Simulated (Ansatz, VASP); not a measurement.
# TiAl: VASP beside Ansatz

Contents of INCAR:

```
PREC = Accurate ; ENCUT = 520
EDIFF = 1E-6 ; ISMEAR = 0
SIGMA = 0.15 ; LREAL = False
LASPH = True ; NELM = 60
ALGO = Fast ; ISIF = 2
LWAVE = False ; LCHARG = True
GGA = PS ; LELF = True
LVHAR = True ; NBANDS = 14
```

File KPOINTS:

```
regular mesh
0
Gamma
  18 18 10
```

The input POSCAR:

```
TiAl
1.0
    2.8672622327      0.0000000000      0.0000000000
   -1.4336311163      2.4831219328      0.0000000000
    0.0000000000      0.0000000000      4.6780830000
Ti Al
1 1
Direct
    0.0000000000      0.0000000000      0.0374084855
    0.3333333333      0.6666666667      0.5000000000
```

Input for Ansatz:

```yaml
crystal:
  lattice:
    - [2.8672622327, 0.0, 0.0]
    - [-1.4336311163, 2.4831219328, 0.0]
    - [0.0, 0.0, 4.678083]
  atoms:
    - { symbol: Ti, position: [0.0, 0.0, 0.0374084855] }
    - { symbol: Al, position: [0.3333333333, 0.6666666667, 0.5] }
basis:
  ecutwfc: 420
kpoints:
  mp_grid: { grid: [18, 18, 10] }
hamiltonian:
  xc: pbesol
scf:
  occupations: { method: gaussian, width: 0.15 }
output:
  forces: true
  stress: true
  eigenvalues: true
```

Change from the starting cell: all Ti atoms moved +0.175 Å, as atom 1 along Cartesian [0 0 1].

Alike in both runs: task single point; functional PBEsol; k mesh 18 × 18 × 10; occupations gaussian, width 0.15 eV; no spin polarisation.

|  | VASP | Ansatz |
| --- | --- | --- |
| version | VASP 6.6.1 | Ansatz 0.2.0 |
| potentials or method | VASP PAW PBE potentials, release 64 (Ti_sv, Al), cutoff 520 eV | scalar-relativistic, plane waves, PAW |
| valence electrons in the cell | 15 | 15 |

```csv
,VASP,Ansatz,Ansatz less VASP
gap on the k mesh at the Fermi level (eV),none,none,-
pressure (GPa),-1.4,-1.4,+0.01
"traceless stress, the component that is largest in VASP (GPa)",0.15,0.08,-0.066
rms of the force components (eV/Å),0.693,0.691,-0.0024
```

VASP's potentials were made for PBE, not for PBEsol. Atom by atom the forces differ by 0.002 eV/Å (rms over components). A gap of «none» marks a metal or a gap that the smearing closes. With one functional, cell and mesh, what is left measures potentials, basis and numerics.
